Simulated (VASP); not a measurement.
A run of VASP 6.6.1:

The input INCAR:

```
PREC = Accurate
ENCUT = 600
EDIFF = 1E-7
ISMEAR = -1
SIGMA = 0.1
LREAL = F
LASPH = T
NELM = 100
ALGO = Normal
ISIF = 3
LWAVE = F
LCHARG = F
GGA = PE
IBRION = 2
NSW = 60
EDIFFG = -0.005
PSTRESS = 1100.0
```

The input KPOINTS:

```
Automatic mesh
0
Gamma
  17 17 17
```

Contents of POSCAR:

```
MgO
1.0
    0.0000000000      1.8885213611      1.8885213611
    1.8885213611      0.0000000000      1.8885213611
    1.8885213611      1.8885213611      0.0000000000
Mg O
1 1
Direct
    0.0000000000      0.0000000000      0.0000000000
    0.5000000000      0.5000000000      0.5000000000
```

Potentials or basis: VASP PAW PBE potentials, release 64 (Mg, O).

Run with:

```bash
$ cat potpaw_PBE.64/Mg/POTCAR potpaw_PBE.64/O/POTCAR > POTCAR
$ mpirun -np 1 vasp_std > vasp.out
```

Hardware: 1 thread of Intel(R) Xeon(R) Platinum 8259CL CPU @ 2.50GHz (Skylake/Cascade Lake) (shared host).

Question: Estimate the wall time of this run.

Answer: It took 39 s on 1 thread of Intel(R) Xeon(R) Platinum 8259CL CPU @ 2.50GHz (Skylake/Cascade Lake), with other jobs on the host, peak memory 0.16 GiB. Counts: scf iterations 25, k points 165, ion steps 3.
